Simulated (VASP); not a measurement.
CaBe: single point with PBE

CaBe:

```
Ca Be
1.0
     5.01017    0.00000    0.00000
    -2.50509    4.33893    0.00000
     0.00000    0.00000    4.16712
Ca Be
2 2
Direct
  0.33333 0.66667 0.25000
  0.66667 0.33333 0.75000
  0.00000 0.00000 0.00000
  0.00000 0.00000 0.50000
```

```json
{
  "Program": "VASP 6.6.1",
  "Task": "single point",
  "Functional": "PBE",
  "Potentials or basis": "VASP PAW PBE potentials, release 64 (Ca_sv, Be)",
  "Cutoff": "520 eV",
  "k mesh": "12 × 12 × 10",
  "Occupations": "fermi-dirac, width 0.15 eV",
  "Spin": "no spin polarisation"
}
```

The pressure is 0.1 GPa and the band gap on the k mesh is zero (bands 12 and 13 overlap by 0.39 eV).

Levels at points of the mesh, in eV from the Fermi level:
| k point | band 9 | band 10 | band 11 | band 12 | band 13 | band 14 | band 15 | band 16 |
| --- | --- | --- | --- | --- | --- | --- | --- | --- |
| (0.00, 0.00, 0.00) | -5.70 | -0.97 | -0.88 | -0.88 | 1.51 | 2.21 | 2.33 | 2.33 |
| (0.50, 0.00, 0.00) | -4.54 | -2.94 | -0.54 | -0.09 | -0.08 | 1.76 | 2.03 | 2.54 |
| (0.00, 0.00, 0.50) | -3.86 | -3.86 | 0.23 | 0.23 | 0.23 | 0.23 | 3.44 | 3.44 |
| (0.50, 0.00, 0.50) | -3.17 | -3.17 | -0.85 | -0.85 | 0.54 | 0.54 | 2.02 | 2.02 |

Run time: 3.4 min on 1 thread of Intel(R) Xeon(R) 6975P-C (Granite Rapids), with other jobs on the host, peak memory 0.34 GiB.
